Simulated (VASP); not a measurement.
**Mn3Zn: single point with RPBE+D4**

Crystal: Mn3Zn.

```
Mn Zn
1.0
    -1.75441    1.75441    3.82180
     1.75441   -1.75441    3.82180
     1.75441    1.75441   -3.82180
Mn Zn
3 1
Direct
  0.75000 0.25000 0.50000
  0.25000 0.75000 0.50000
  0.50000 0.50000 0.00000
  0.00000 0.00000 0.00000
```

```json
{"Program": "VASP 6.6.1", "Task": "single point", "Functional": "RPBE", "Dispersion": "D4", "Potentials or basis": "VASP PAW PBE potentials, release 64 (Mn_pv, Zn)", "Cutoff": "520 eV", "k mesh": "2 × 2 × 2", "Occupations": "methfessel-paxton, width 0.094 eV", "Spin": "collinear spin, ferromagnetic start", "Starting moments": "[4.0, 4.0, 4.0, 0.0] μB"}
```

| Item | Value |
| --- | --- |
| Pressure | 2.4 GPa |
| Net moment | 5.50 μB per cell |
| Site moments | Mn +2.03, +1.22; Zn +0.01 μB |
| Valence electrons inside the program's atomic spheres | Mn 11.81; Zn 11.08 |
| Dispersion energy per atom | -0.718 eV |

Stress tensor (GPa, compression positive):
```
 8.40  0.00  0.00
 0.00  8.40  0.00
 0.00  0.00 -9.47
```

Levels at points of the mesh, in eV from the Fermi level:
Spin up:
```tsv
k point	band 23	band 24	band 25	band 26	band 27	band 28	band 29	band 30	band 31	band 32
(0.00, 0.00, 0.00)	-1.44	-0.73	-0.64	-0.51	0.29	0.33	0.33	0.64	1.63	6.92
(0.50, 0.00, 0.00)	-1.40	-1.37	-1.13	-0.83	-0.68	-0.55	-0.53	0.77	0.93	2.90
(0.50, 0.50, 0.00)	-1.17	-1.06	-0.91	-0.56	-0.44	-0.21	-0.20	0.39	0.85	1.01
(0.50, 0.50, 0.50)	-0.71	-0.50	-0.50	-0.42	0.25	0.59	0.84	0.84	1.63	2.47
```
Spin down:
```tsv
k point	band 19	band 20	band 21	band 22	band 23	band 24	band 25	band 26	band 27	band 28
(0.00, 0.00, 0.00)	-1.35	-1.35	-0.74	-0.74	-0.54	0.98	1.16	1.40	1.52	2.05
(0.50, 0.00, 0.00)	-1.53	-1.35	-1.15	-0.11	-0.04	0.46	0.62	0.93	1.12	1.43
(0.50, 0.50, 0.00)	-1.72	-0.90	-0.89	-0.76	-0.28	0.05	0.42	1.38	1.46	1.78
(0.50, 0.50, 0.50)	-1.70	-1.70	-1.39	0.03	0.92	1.47	1.47	1.72	1.95	1.95
```

Wall time 28 s on 1 thread of Intel(R) Xeon(R) 6975P-C (Granite Rapids) (shared host), peak memory 0.23 GiB.

Caveat: the k points lie up to 1.27 Å⁻¹ apart; the PAW data sets were made with another functional, which shifts forces and pressure a little; pairwise dispersion overbinds metals, which lowers pressure and volume.
